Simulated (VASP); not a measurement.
TaW:

```
Ta W
1.0
     1.59290   -2.27668    0.00000
     1.59290    2.27668    0.00000
     0.00000    0.00000    4.46193
Ta W
1 1
Cartesian
  0.0000 0.0000 0.0000
  1.5929 0.0000 2.2310
```

Base run:

- Program: VASP 6.6.1
- Functional: LDA
- Potentials or basis: VASP PAW LDA potentials, release 64 (Ta_pv, W_sv)
- Cutoff: 520 eV
- k mesh: 8 × 8 × 5
- Occupations: gaussian, width 0.05 eV
- Spin: no spin polarisation

Its results: pressure 1.4 GPa.

Problem. The run is repeated on the same cell with these changes: potentials or basis from VASP PAW LDA potentials, release 64 (Ta_pv, W_sv) to VASP PAW LDA potentials, release 64 (Ta_sv_GW, W_sv); cutoff from 520 eV to 500 eV; valence electrons from 25 to 27. What comes out?

Solution. Pressure 0.5 GPa.
